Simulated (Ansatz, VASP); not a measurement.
# Two plane-wave programs on AlNi

```
CELL_PARAMETERS angstrom
2.02120 -2.02115 0.00000
2.02120 2.02115 0.00000
0.00000 0.00000 2.86887
ATOMIC_POSITIONS crystal
Al 0.00000 0.00000 0.97351
Ni 0.50000 0.50000 0.51218
```

Change from the starting cell: mode 4 frozen in at +0.000 Å and mode 6 at -0.076 Å (largest displacements).

Alike in both runs: task single point; functional PBEsol; k mesh 16 × 16 × 16; occupations gaussian, width 0.15 eV; no spin polarisation.

|  | VASP | Ansatz |
| --- | --- | --- |
| version | VASP 6.6.1 | Ansatz 0.2.0 |
| potentials or method | VASP PAW PBE potentials, release 64 (Al, Ni), cutoff 520 eV | scalar-relativistic, plane waves, PAW |
| valence electrons in the cell | 13 | 21 |

|  | VASP | Ansatz | Ansatz less VASP |
| --- | --- | --- | --- |
| gap on the k mesh at the Fermi level (eV) | none | none | - |
| pressure (GPa) | 1.2 | 0.9 | -0.28 |
| traceless stress, the component that is largest in VASP (GPa) | -0.66 | -0.65 | +0.011 |
| rms of the force components (eV/Å) | 0.401 | 0.398 | -0.0032 |

VASP's potentials were made for PBE, not for PBEsol, and Ansatz warns of the same on its side. Atom by atom the forces differ by 0.003 eV/Å (rms over components). A gap of «none» marks a metal or a gap that the smearing closes. VASP's potentials hold 13 valence electrons a cell and Ansatz's 21, so a difference there can come from the potentials and not from the codes. Ansatz's warnings: near symmetry operations not taken.
